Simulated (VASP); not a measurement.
# CdTeF6 (Fm-3m) in VASP: a series of runs, part 2 of 2

VASP 6.6.1.

**5. Relaxation of cell and atoms, PBE**

The input, INCAR:

```
ALGO = Normal
EDIFF = 1E-6
EDIFFG = -0.01
ENCUT = 600
GGA = PE
IBRION = 2
ISIF = 3
ISMEAR = 0
LASPH = True
LCHARG = False
LREAL = False
LWAVE = False
NELM = 60
NSW = 100
PREC = Accurate
SIGMA = 0.02
```

The input, KPOINTS:

```
k-points
0
Gamma
  6 6 6
```

The input, POSCAR:

```
CdTeF6
1.0
    0.0000000000      4.3463038000      4.3463038000
    4.3463038000      0.0000000000      4.3463038000
    4.3463038000      4.3463038000      0.0000000000
Cd Te F
1 1 6
Direct
    0.0000000000      0.0000000000      0.0000000000
    0.5000000000      0.5000000000      0.5000000000
    0.7402890000      0.2597110000      0.2597110000
    0.2597110000      0.7402890000      0.7402890000
    0.2597110000      0.7402890000      0.2597110000
    0.7402890000      0.2597110000      0.7402890000
    0.2597110000      0.2597110000      0.7402890000
    0.7402890000      0.7402890000      0.2597110000
```

Potentials or basis: VASP PAW PBE potentials, release 64 (Cd, Te, F).

Started as:

```
$ cat potpaw_PBE.64/Cd/POTCAR potpaw_PBE.64/Te/POTCAR potpaw_PBE.64/F/POTCAR > POTCAR
$ mpirun -np 1 vasp_std > vasp.out
```

OUTCAR:

```text
EDIFF = 1E-6
   EDIFFG = -0.01
   ENCUT = 600
   GGA = PE
   IBRION = 2
   ISIF = 3
   ISMEAR = 0
   LASPH = True
   LREAL = False
   NELM = 60
   NSW = 100
   PREC = Accurate

 ion  position               nearest neighbor table
   1  0.000  0.000  0.000-   3 2.26   4 2.26   5 2.26   6 2.26   7 2.26   8 2.26
   2  0.500  0.500  0.500-   3 2.09   4 2.09   5 2.09   6 2.09   7 2.09   8 2.09
   3  0.740  0.260  0.260-   2 2.09   1 2.26
   4  0.260  0.740  0.740-   2 2.09   1 2.26
   5  0.260  0.740  0.260-   2 2.09   1 2.26
   6  0.740  0.260  0.740-   2 2.09   1 2.26
   7  0.260  0.260  0.740-   2 2.09   1 2.26
   8  0.740  0.740  0.260-   2 2.09   1 2.26

  LATTYP: Found a face centered cubic cell.
 ALAT       =     8.6926076000

  Lattice vectors:

[... 190 lines left out ...]
  -------------------------------------------------------------------------------------
  Total       -0.3063387     -0.3063387     -0.3063387      0.0000000      0.0000000     -0.0000000
  in kB       -2.9889748     -2.9889748     -2.9889748      0.0000000      0.0000000     -0.0000000
  external PRESSURE =      -2.9889748 kB  Pullay stress =       0.0000000 kB
[... 155 lines left out ...]
--------------------------------------- Ionic step        5  -------------------------------------------

 number of electron      60.0000047 magnetization

 Free energy of the ion-electron system (eV)
  ---------------------------------------------------
  ext. energy  EPLUGINS =         0.00000000
  ---------------------------------------------------
  free energy    TOTEN  =       -31.64076436 eV

  energy without entropy =      -31.64076436  energy(sigma->0) =      -31.64076436

 E-fermi :  -1.3815     XC(G=0):  -7.4974

 val. band max:       -1.4855971274   @ k =   0.5000   0.5000   0.0000
 cond. band min:       1.2282701335   @ k =   0.5000   0.0000   0.0000
 fundamental gap:      2.7138672609
 Fermi energy:        -1.3815153590

 k-point     1 :       0.0000    0.0000    0.0000
  band No.  band energies     occupation
      1     -24.2070      2.00000
      2     -23.6364      2.00000
      3     -23.6364      2.00000
      4     -23.6364      2.00000
      5     -23.4112      2.00000
      6     -23.4112      2.00000
[... 648 lines left out ...]
  FREE ENERGIE OF THE ION-ELECTRON SYSTEM (eV)
  ---------------------------------------------------
  free  energy   TOTEN  =       -31.6407643594 eV

  energy  without entropy=      -31.6407643594  energy(sigma->0) =      -31.64076436

 reached required accuracy - stopping structural energy minimisation
```

CONTCAR:

```text
CdTeF6
   1.00000000000000
     0.0000000000000000    4.3426894767173598    4.3426894767173598
     4.3426894767173598   -0.0000000000000000    4.3426894767173598
     4.3426894767173598    4.3426894767173598    0.0000000000000000
  Cd              Te              F
     1     1     6
Direct
     0.0000000000000000    0.0000000000000000    0.0000000000000000
     0.5000000000000000    0.5000000000000000    0.5000000000000000
     0.7398463349641495    0.2601536650358504    0.2601536650358504
     0.2601536650358504    0.7398463349641495    0.7398463349641495
     0.2601536650358504    0.7398463349641495    0.2601536650358504
     0.7398463349641495    0.2601536650358504    0.7398463349641495
     0.2601536650358504    0.2601536650358504    0.7398463349641495
     0.7398463349641495    0.7398463349641495    0.2601536650358504

  0.00000000E+00  0.00000000E+00  0.00000000E+00
  0.00000000E+00  0.00000000E+00  0.00000000E+00
  0.00000000E+00  0.00000000E+00  0.00000000E+00
  0.00000000E+00  0.00000000E+00  0.00000000E+00
  0.00000000E+00  0.00000000E+00  0.00000000E+00
  0.00000000E+00  0.00000000E+00  0.00000000E+00
  0.00000000E+00  0.00000000E+00  0.00000000E+00
  0.00000000E+00  0.00000000E+00  0.00000000E+00
```

Wall time 4 min (1 thread of Oxide Virtual Turin-like, shared host); peak memory 0.39 GiB.

Results:

| Property | Result |
| --- | --- |
| Free energy | -31.6408 eV |
| Relaxed volume | 20.47 Å³/atom |
| Relaxed cell | a = 6.141 Å, b = 6.141 Å, c = 6.141 Å, α = 60.00°, β = 60.00°, γ = 60.00° |
| Space group after relaxing (to 0.1 Å) | Fm-3m (No. 225) |
| Energy gained by relaxing | 0.2 meV/atom |
| Ionic steps | 5 |
| Pressure after relaxing | 0.0 GPa |
| Largest force after relaxing | 0.006 eV/Å |
| Band gap on the k mesh | 2.71 eV (least direct gap 3.44 eV) |

Forces on the atoms (eV/Å):
```
Cd   0.000  0.000  0.000
Te   0.000  0.000  0.000
F    0.006  0.000  0.000
F   -0.006  0.000  0.000
F    0.000  0.006  0.000
F    0.000 -0.006  0.000
F    0.000  0.000  0.006
F    0.000  0.000 -0.006
```

Step by step:
| step | energy change (eV) | largest force (eV/Å) | pressure (GPa) | volume (Å³) |
| --- | --- | --- | --- | --- |
| 1 | 0.0000 | 0.1021 | -0.30 | 164.21 |
| 2 | -0.0011 | 0.0359 | 0.27 | 163.30 |
| 3 | -0.0015 | 0.0130 | 0.09 | 163.62 |
| 4 | -0.0015 | 0.0152 | 0.06 | 163.63 |
| 5 | -0.0016 | 0.0059 | 0.01 | 163.80 |

Final structure:
```
Cd Te F
1.0
     0.00000    4.34269    4.34269
     4.34269    0.00000    4.34269
     4.34269    4.34269    0.00000
Cd Te F
1 1 6
Cartesian
  0.0000 0.0000 0.0000
  4.3427 4.3427 4.3427
  2.2595 4.3427 4.3427
  6.4258 4.3427 4.3427
  4.3427 2.2595 4.3427
  4.3427 6.4258 4.3427
  4.3427 4.3427 2.2595
  4.3427 4.3427 6.4258
```

Caveat: spin-orbit coupling is left out, which moves the levels of the heavy elements. A k mesh can miss the band edges.

**6. The runs side by side**

```csv
task,cell,k mesh,cutoff (eV),smearing,gap on the mesh (eV),pressure (GPa),largest force (eV/Å)
single point,as given,4 × 4 × 4,520,gaussian 0.1 eV,2.73,-0.2,0.10
single point,as given,6 × 6 × 6,520,gaussian 0.02 eV,2.73,-0.2,0.10
relaxation of cell and atoms,relaxed,6 × 6 × 6,600,gaussian 0.02 eV,2.71,0.0,0.01
```

Alike in all rows: level PBE; potentials or basis VASP PAW PBE potentials, release 64 (Cd, Te, F); no spin polarisation.

Caveats: spin-orbit coupling is left out, which moves the levels of the heavy elements.

Total energies depend on the potentials used, so only differences within one code and one set of settings carry meaning.
